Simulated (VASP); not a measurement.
A run of VASP 6.6.1:

File POSCAR:

```
TiAl3
1.0
    2.8396770000      0.0000000000      0.0000000000
    0.0000000000      4.6812640000      0.0000000000
    0.0000000000      0.0000000000      4.9007420000
Ti Al
1 3
Direct
    0.0000000000      0.5000000000      0.1659160000
    0.5000000000      0.5000000000      0.6672710000
    0.5000000000      0.0000000000      0.3309120000
    0.0000000000      0.0000000000      0.8359000000
```

The input INCAR.step1:

```
PREC = Accurate
ENCUT = 520
ISMEAR = 0
SIGMA = 0.2
LREAL = F
LASPH = T
NELM = 100
NBANDS = 18
GGA = PE
ALGO = Normal
EDIFF = 1E-4
LWAVE = T
LCHARG = F
```

File INCAR.step2:

```
PREC = Accurate
ENCUT = 520
EDIFF = 1E-7
ISMEAR = 0
SIGMA = 0.2
LREAL = F
LASPH = T
NELM = 100
ALGO = Normal
ISIF = 2
LWAVE = F
LCHARG = T
METAGGA = R2SCAN
LMIXTAU = T
LELF = T
LVHAR = T
NBANDS = 18
ISTART = 1
```

File KPOINTS:

```
regular mesh
0
Gamma
  14 10 10
```

Potentials or basis: VASP PAW PBE potentials, release 64 (Ti_sv, Al).

Run with:

```console
$ cat potpaw_PBE.64/Ti_sv/POTCAR potpaw_PBE.64/Al/POTCAR > POTCAR
$ cp INCAR.step1 INCAR
$ mpirun -np 1 vasp_std > vasp.out
$ cp INCAR.step2 INCAR
$ mpirun -np 1 vasp_std > vasp.out
```

Hardware: 1 thread of Intel(R) Xeon(R) Platinum 8259CL CPU @ 2.50GHz (Skylake/Cascade Lake) (shared host).

How long does it take, and how much memory?

Run time: 13 min on 1 thread of Intel(R) Xeon(R) Platinum 8259CL CPU @ 2.50GHz (Skylake/Cascade Lake) (shared host), peak memory 0.43 GiB. Counts: k points 288.
